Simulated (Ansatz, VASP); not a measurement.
# Two plane-wave programs on InSb

Contents of INCAR:

```
SYSTEM = InSb
ALGO = Normal ; EDIFF = 1E-6
ENCUT = 520 ; GGA = PE
ISIF = 2 ; ISMEAR = 0
LASPH = .True. ; LCHARG = .False.
LREAL = .False. ; LWAVE = .False.
NBANDS = 16 ; NELM = 60
PREC = Accurate ; SIGMA = 0.15
```

Contents of KPOINTS:

```
k-points
0
Gamma
  16 16 8
  0 0 0
```

File POSCAR:

```
InSb
1.0
    3.0305061600      0.0000000000      0.0000000000
    0.0000000000      3.0305061600      0.0000000000
    0.0000000000      0.0000000000      6.2154700000
In Sb
1 1
Direct
    0.0000000000      0.0000000000      0.0000000000
    0.0000000000      0.0000000000      0.5000000000
```

Input for Ansatz:

```yaml
crystal:
  lattice:
    - [3.03050616, 0.0, 0.0]
    - [0.0, 3.03050616, 0.0]
    - [0.0, 0.0, 6.21547]
  atoms:
    - { symbol: In, position: [0.0, 0.0, 0.0] }
    - { symbol: Sb, position: [0.0, 0.0, 0.5] }
basis:
  ecutwfc: 420
kpoints:
  mp_grid: { grid: [16, 16, 8] }
hamiltonian:
  xc: pbe
scf:
  occupations: { method: gaussian, width: 0.15 }
output:
  forces: true
  stress: true
  eigenvalues: true
```

Change from the starting cell: strain -0.015 along x and y, +0.000 along z, atoms carried along.

Alike in both runs: task single point; functional PBE; k mesh 16 × 16 × 8; occupations gaussian, width 0.15 eV; no spin polarisation.

```csv
,VASP,Ansatz
version,VASP 6.6.1,Ansatz 0.2.0
potentials or method,"VASP PAW PBE potentials, release 64 (In_d, Sb), cutoff 520 eV","scalar-relativistic, plane waves, PAW"
valence electrons in the cell,18,28
```

|  | VASP | Ansatz | Ansatz less VASP |
| --- | --- | --- | --- |
| gap on the k mesh at the Fermi level (eV) | none | none | - |
| pressure (GPa) | 2.1 | 2.1 | +0.01 |
| traceless stress, the component that is largest in VASP (GPa) | -1.47 | -1.46 | +0.010 |

A gap of «none» marks a metal or a gap that the smearing closes. VASP's potentials hold 18 valence electrons a cell and Ansatz's 28, so a difference there can come from the potentials and not from the codes.

Spin-orbit coupling is off throughout.
